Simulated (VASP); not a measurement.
# LiTi12 (a cell with a defect) in VASP: relaxation of the atoms with PBEsol

Aim: the relaxation of the atoms of LiTi12 (a cell with a defect) with PBEsol.

All numbers are computed with VASP 6.6.1; they aren't measurements. Logs are shortened: lines on timing, memory, paths and dates and some standing lists are left out, and cuts for length are marked.

## (1) The cell of the first run

The cell holds a defect, 13 atoms: a = 5.900 Å, b = 8.850 Å, c = 4.685 Å, α = 90.00°, β = 90.00°, γ = 120.00°.

## (2) Relaxation of the atoms, PBEsol

File INCAR:

```
PREC = Accurate
ENCUT = 650
EDIFF = 1E-7
ISMEAR = -1
SIGMA = 0.05
LREAL = F
LASPH = T
NELM = 120
ALGO = Normal
ISIF = 2
LWAVE = F
LCHARG = F
GGA = PS
IBRION = 2
NSW = 45
EDIFFG = -0.08
GGA_COMPAT = F
NELMIN = 4
KPAR = 2
NCORE = 2
```

File KPOINTS:

```
regular mesh
0
Gamma
  2 2 2
```

File POSCAR:

```
LiTi12
1.0
    5.9000000000      0.0000000000      0.0000000000
   -4.4250000000      7.6643250000      0.0000000000
    0.0000000000      0.0000000000      4.6846000000
Ti Li
12 1
Direct
    0.0000000000      0.0000000000      0.0000000000
    0.1666667000      0.2222222000      0.5000000000
    0.0000000000      0.3333333000      0.0000000000
    0.1666667000      0.5555556000      0.5000000000
    0.0000000000      0.6666667000      0.0000000000
    0.1666667000      0.8888889000      0.5000000000
    0.5000000000      0.0000000000      0.0000000000
    0.6666667000      0.2222222000      0.5000000000
    0.5000000000      0.3333333000      0.0000000000
    0.6666667000      0.5555556000      0.5000000000
    0.5000000000      0.6666667000      0.0000000000
    0.6666667000      0.8888889000      0.5000000000
    0.8478894000      0.1152546000      0.2599077000
```

Potentials or basis: VASP PAW PBE potentials, release 64 (Ti_sv, Li_sv).

Launch:

```
$ cat potpaw_PBE.64/Ti_sv/POTCAR potpaw_PBE.64/Li_sv/POTCAR > POTCAR
$ mpirun -np 4 vasp_std > vasp.out
```

OUTCAR:

```text
PREC = Accurate
   ENCUT = 650
   EDIFF = 1E-7
   ISMEAR = -1
   LREAL = F
   LASPH = T
   NELM = 120
   ISIF = 2
   GGA = PS
   IBRION = 2
   NSW = 45
   EDIFFG = -0.08
   NELMIN = 4

 ion  position               nearest neighbor table
   1  0.000  0.000  0.000-  13 2.06  12 2.90  12 2.90   2 2.90   2 2.90   6 2.90   6 2.90
   2  0.167  0.222  0.500-  13 1.98   9 2.90   9 2.90   1 2.90   1 2.90   3 2.90   3 2.90
   3  0.000  0.333  0.000-  13 2.07   8 2.90   8 2.90   2 2.90   2 2.90   4 2.90   4 2.90
   4  0.167  0.556  0.500-  11 2.90  11 2.90   5 2.90   5 2.90   3 2.90   3 2.90
   5  0.000  0.667  0.000-  10 2.90  10 2.90   6 2.90   6 2.90   4 2.90   4 2.90
   6  0.167  0.889  0.500-   7 2.90   7 2.90   5 2.90   5 2.90   1 2.90   1 2.90
   7  0.500  0.000  0.000-  13 2.15   6 2.90   6 2.90   8 2.90   8 2.90  12 2.90  12 2.90
   8  0.667  0.222  0.500-  13 2.08   3 2.90   3 2.90   7 2.90   7 2.90   9 2.90   9 2.90
   9  0.500  0.333  0.000-   2 2.90   2 2.90   8 2.90   8 2.90  10 2.90  10 2.90
  10  0.667  0.556  0.500-   5 2.90   5 2.90  11 2.90  11 2.90   9 2.90   9 2.90
  11  0.500  0.667  0.000-   4 2.90   4 2.90  12 2.90  12 2.90  10 2.90  10 2.90
  12  0.667  0.889  0.500-  13 2.07   1 2.90   1 2.90  11 2.90  11 2.90   7 2.90   7 2.90
  13  0.848  0.115  0.260-   2 1.98   1 2.06  12 2.07   3 2.07   8 2.08   7 2.15

  LATTYP: Found a simple monoclinic cell.
 ALAT       =     5.9000000000
 B/A-ratio  =     0.7940000000
 C/A-ratio  =     1.3228756849
 COS(beta)  =    -0.1889822323

  Lattice vectors:

 A1 = (   5.9000000000,   0.0000000000,   0.0000000000)
 A2 = (   0.0000000000,   0.0000000000,   4.6846000000)
 A3 = (  -1.4750000000,  -7.6643250000,   0.0000000000)

Analysis of symmetry for initial positions (statically):
=====================================================================
 Subroutine PRICEL returns:
 Original cell was already a primitive cell.

 Routine SETGRP: Setting up the symmetry group for a
 simple monoclinic supercell.

 Subroutine GETGRP returns: Found  1 space group operations
 (whereof  1 operations were pure point group operations)
 out of a pool of  4 trial point group operations.

The static configuration has the point symmetry C_1 .

Analysis of symmetry for dynamics (positions and initial velocities):
=====================================================================
 Subroutine PRICEL returns:
 Original cell was already a primitive cell.

 Routine SETGRP: Setting up the symmetry group for a
 simple monoclinic supercell.

 Subroutine GETGRP returns: Found  1 space group operations
 (whereof  1 operations were pure point group operations)
 out of a pool of  4 trial point group operations.

The dynamic configuration has the point symmetry C_1 .

[... 129 lines left out ...]
   LHFCALC =     F    Hartree Fock is set to
   AEXX    =    0.0000 exact exchange contribution
   IVDW    =     0    specifies the selected vdW correction
   LEPSILON=     F    determine dielectric tensor
   LRPA    =     F    only Hartree local field effects (RPA)
 conjugate gradient relaxation of ions
 non-spin polarized calculation
  energy-cutoff  :      650.00
  volume of cell :      211.84
 maximum number of plane-waves:      8000
 NGX is ok and might be reduce to    50
   NGX = 25   NGY = 37   NGZ = 19

--------------------------------------- Ionic step        1  -------------------------------------------

 number of electron     146.9999983 magnetization

 Free energy of the ion-electron system (eV)
  ---------------------------------------------------
  ext. energy  EPLUGINS =         0.00000000
  ---------------------------------------------------
  free energy    TOTEN  =       -96.28859626 eV

  energy without entropy =      -96.13650696  energy(sigma->0) =      -96.21255161

------------------------ aborting loop because EDIFF is reached ----------------------------------------

  FORCE on cell =-STRESS in cart. coord.  units (eV):
  Direction    XX          YY          ZZ          XY          YZ          ZX
  --------------------------------------------------------------------------------------
  -------------------------------------------------------------------------------------
  Total        1.6136149      3.1496709      3.9974279     -0.1222891      0.4320816      0.0890087
  in kB       12.2042762     23.8219507     30.2338034     -0.9249112      3.2679686      0.6732007
  external PRESSURE =      22.0866768 kB  Pullay stress =       0.0000000 kB
[... 122 lines left out ...]
  FREE ENERGIE OF THE ION-ELECTRON SYSTEM (eV)
  ---------------------------------------------------
  free  energy   TOTEN  =       -98.7274366087 eV

  energy  without entropy=      -98.6037730545  energy(sigma->0) =      -98.66560483

[... ionic steps 4 to 12 ...]

--------------------------------------- Ionic step       13  -------------------------------------------

 number of electron     147.0000005 magnetization

------------------------ aborting loop because EDIFF is reached ----------------------------------------
[... 89 lines left out ...]
--------------------------------------- Ionic step       15  -------------------------------------------

 number of electron     147.0000004 magnetization

 Free energy of the ion-electron system (eV)
  ---------------------------------------------------
  ext. energy  EPLUGINS =         0.00000000
  ---------------------------------------------------
  free energy    TOTEN  =       -99.52339713 eV

  energy without entropy =      -99.37367478  energy(sigma->0) =      -99.44853596

 E-fermi :   8.0914     XC(G=0): -11.6350

 val. band max:        8.0867341186   @ k =   0.0000   0.5000   0.5000
 cond. band min:       8.0951243520   @ k =   0.5000   0.0000   0.0000
 fundamental gap:      0.0083902334
 Fermi energy:         8.0914063152

 k-point     1 :       0.0000    0.0000    0.0000
  band No.  band energies     occupation
      1     -48.3436      2.00000
      2     -48.3153      2.00000
      3     -48.2465      2.00000
      4     -48.1769      2.00000
      5     -48.1321      2.00000
      6     -48.1180      2.00000
[... 693 lines left out ...]
     84       9.0435      0.00000
     85       9.2428      0.00000
 [bands above 85 left out]

------------------------ aborting loop because EDIFF is reached ----------------------------------------

  FORCE on cell =-STRESS in cart. coord.  units (eV):
  Direction    XX          YY          ZZ          XY          YZ          ZX
  --------------------------------------------------------------------------------------
  -------------------------------------------------------------------------------------
  Total       -0.9280537      1.2520353      6.4714660     -0.2189136      0.8608128     -0.9999615
  in kB       -7.0191616      9.4695361     48.9457312     -1.6557121      6.5105979     -7.5630232
  external PRESSURE =      17.1320353 kB  Pullay stress =       0.0000000 kB
[... 28 lines left out ...]
  FREE ENERGIE OF THE ION-ELECTRON SYSTEM (eV)
  ---------------------------------------------------
  free  energy   TOTEN  =       -99.5233971337 eV

  energy  without entropy=      -99.3736747792  energy(sigma->0) =      -99.44853596

 reached required accuracy - stopping structural energy minimisation
```

OSZICAR:

```text
N       E                     dE             d eps       ncg     rms          rms(c)
DAV:   1     0.237718912859E+04    0.23772E+04   -0.81062E+04  1408   0.241E+03
DAV:   2     0.231879114619E+03   -0.21453E+04   -0.21099E+04  1408   0.735E+02
DAV:   3    -0.527313402357E+02   -0.28461E+03   -0.27197E+03  2048   0.227E+02
[... 259 lines left out ...]
DAV:   8    -0.995233986675E+02    0.36006E-04   -0.57517E-04  2072   0.202E-01    0.207E-02
DAV:   9    -0.995234013415E+02   -0.26740E-05   -0.98121E-05  2184   0.803E-02    0.204E-02
DAV:  10    -0.995233969674E+02    0.43742E-05   -0.42561E-05  1888   0.590E-02    0.720E-03
DAV:  11    -0.995233973668E+02   -0.39945E-06   -0.86118E-06  2112   0.216E-02    0.498E-03
DAV:  12    -0.995233971404E+02    0.22641E-06   -0.35692E-06  1944   0.164E-02    0.197E-03
DAV:  13    -0.995233971337E+02    0.67557E-08   -0.53900E-07  1400   0.638E-03
  15 F= -.99523397E+02 E0= -.99448536E+02  d E =-.366294E-02
```

Run time: 53 min. Hardware: 4 MPI ranks of AMD EPYC, shared host; peak memory 0.31 GiB.

Results:

- Free energy: -99.5234 eV
- Energy gained by relaxing: 248.8 meV/atom
- Ionic steps: 15
- Pressure after relaxing: 1.7 GPa
- Largest force after relaxing: 0.057 eV/Å
- Band gap on the k mesh: zero (an odd number of electrons rules out a gap without spin polarisation)

Forces in eV/Å, atoms in the order of the input:
```
Ti   0.011  0.026  0.016
Ti   0.010  0.008  0.008
Ti   0.017  0.026 -0.010
Ti  -0.037 -0.029  0.004
Ti  -0.022  0.019 -0.019
Ti  -0.015 -0.030 -0.022
Ti  -0.012 -0.010 -0.008
Ti  -0.016 -0.015 -0.017
Ti   0.013  0.024  0.018
Ti   0.016 -0.023  0.019
Ti   0.045  0.028  0.022
Ti  -0.007 -0.008  0.019
Li  -0.003 -0.017 -0.032
```

Stress tensor (GPa, compression positive):
```
-0.70 -0.17 -0.76
-0.17  0.95  0.65
-0.76  0.65  4.89
```

Step by step:
| step | energy change (eV) | largest force (eV/Å) | pressure (GPa) |
| --- | --- | --- | --- |
| 1 | 0.0000 | 3.2632 | 2.21 |
| 2 | -1.8053 | 1.8570 | 1.20 |
| 3 | -2.4388 | 1.7574 | 2.79 |
| 4 | -2.5191 | 1.3140 | 2.04 |
| 5 | -2.7559 | 0.7810 | 1.91 |
| 6 | -2.9474 | 0.6260 | 1.94 |
| 7 | -3.1029 | 0.4855 | 1.87 |
| 8 | -3.1276 | 0.4316 | 1.90 |
| 9 | -3.1847 | 0.3102 | 1.69 |
| 10 | -3.1926 | 0.4022 | 1.64 |
| 11 | -3.2190 | 0.2013 | 1.66 |
| 12 | -3.2226 | 0.1594 | 1.69 |
| 13 | -3.2311 | 0.1001 | 1.74 |
| 14 | -3.2311 | 0.1006 | 1.74 |
| 15 | -3.2348 | 0.0574 | 1.71 |

Final structure:
```
Ti Li
1.0
     5.90000    0.00000    0.00000
    -4.42500    7.66432    0.00000
     0.00000    0.00000    4.68460
Ti Li
12 1
Direct
  0.01283 0.97670 0.93143
  0.21593 0.24578 0.56721
  0.02826 0.36677 0.96387
  0.15334 0.54711 0.46630
  0.02063 0.66899 0.95163
  0.17056 0.89967 0.42997
  0.46194 0.98386 0.93689
  0.65071 0.24533 0.56473
  0.49977 0.32631 0.07100
  0.65659 0.55735 0.54633
  0.51005 0.67034 0.02838
  0.62662 0.84945 0.53407
  0.84064 0.11093 0.26809
```

Levels at points of the mesh, in eV from the Fermi level:
```tsv
k point	band 71	band 72	band 73	band 74	band 75	band 76
(0.00, 0.00, 0.00)	-0.26	-0.06	0.12	0.26	0.35	0.35
(0.50, 0.00, 0.00)	-0.41	-0.33	-0.20	0.00	0.09	0.19
(0.00, 0.50, 0.00)	-0.32	-0.08	0.08	0.12	0.32	0.37
(0.50, 0.50, 0.00)	-0.40	-0.35	-0.22	-0.09	0.05	0.10
(0.00, 0.00, 0.50)	-0.24	-0.23	-0.11	0.01	0.11	0.38
(0.50, 0.00, 0.50)	-0.47	-0.22	-0.12	-0.06	0.02	0.10
(0.00, 0.50, 0.50)	-0.25	-0.21	0.00	0.02	0.14	0.48
(0.50, 0.50, 0.50)	-0.39	-0.37	-0.27	-0.20	-0.09	0.01
```

Caveat: the k points lie up to 0.67 Å⁻¹ apart, too coarse for converged energies and pressures of a metal; the PAW data sets were made with another functional, which shifts forces and pressure a little; the relaxation stopped at a loose force limit of 0.08 eV/Å, so its end isn't a converged minimum.
